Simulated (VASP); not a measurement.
The system is Zn.

```
Zn
1.0
    -1.57943    1.57943    1.57943
     1.57943   -1.57943    1.57943
     1.57943    1.57943   -1.57943
Zn
1
Direct
  0.00000 0.00000 0.00000
```

Program: VASP 6.6.1. Alike in all runs: task single point; no spin polarisation; cell as given; smearing fermi-dirac 0.05 eV.

Task: Order these runs on this cell by their pressure, lowest first.
A. level r2SCAN; potentials or basis VASP PAW PBE potentials, release 64 (Zn); k mesh 12 × 12 × 12; cutoff (eV) 520
B. level PBE; potentials or basis VASP PAW PBE potentials, release 64 (Zn); k mesh 12 × 12 × 12; cutoff (eV) 500
C. level HSE06; potentials or basis VASP PAW PBE potentials, release 64 (Zn); k mesh 8 × 8 × 8; cutoff (eV) 520; grid for exact exchange (PRECFOCK) Normal; screening parameter 0.2079 1/Å
D. level LDA; potentials or basis VASP PAW LDA potentials, release 64 (Zn); k mesh 12 × 12 × 12; cutoff (eV) 520

Result: D (-8.8 GPa), A (-5.8 GPa), C (-2.8 GPa), B (-1.2 GPa).

Caveats: the PAW data sets were made with another functional, which shifts forces and pressure a little (some runs).
